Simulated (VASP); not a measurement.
Write the native input for VASP 6.6.1 that does the following.

```yaml
Task: single point
Functional: LDA
Potentials_or_basis: VASP PAW LDA potentials, release 64 (La, Ag)
Cutoff: 520 eV
k_mesh: 9 × 9 × 9
Occupations: methfessel-paxton, width 0.1 eV
Spin: no spin polarisation
Dipole_correction: no
Further_INCAR_settings: ALGO = Normal; EDIFF = 1e-06; NBANDS = 18
```

The structure of LaAg lies in POSCAR:

```
LaAg
1.0
    3.8079890000      0.0000000000      0.0000000000
    0.0000000000      3.8079890000      0.0000000000
    0.0000000000      0.0000000000      3.8182810000
La Ag
1 1
Direct
    0.5000000000      0.5000000000      0.5000000000
    0.0000000000      0.0000000000      0.0000000000
```

These files were run (other wordings do the same):

INCAR

```
SYSTEM = LaAg
  PREC = Accurate
  ENCUT = 520
  EDIFF = 1E-6
  ISMEAR = 1
  SIGMA = 0.1
  LREAL = .False.
  LASPH = .True.
  NELM = 100
  ALGO = Normal
  ISIF = 2
  LWAVE = .False.
  LCHARG = .True.
  LELF = .True.
  LVHAR = .True.
  NBANDS = 18
```

KPOINTS

```
regular mesh
0
Gamma
  9 9 9
  0 0 0
```

Potentials or basis: VASP PAW LDA potentials, release 64 (La, Ag).

Run with:

```bash
$ cat potpaw_LDA.64/La/POTCAR potpaw_LDA.64/Ag/POTCAR > POTCAR
$ mpirun -np 1 vasp_std > vasp.out
```

Results of the run:

```
Pressure               : -4.5 GPa
Band gap on the k mesh : zero (band 11 reaches 8.29 eV, above the bottom of band 12 at 6.29 eV)
```

Caveat: spin-orbit coupling is left out, which moves the levels of the heavy elements.

It used 110 s of CPU time on 1 thread of AMD EPYC 7R13 Processor (Zen 3), with other jobs on the host.
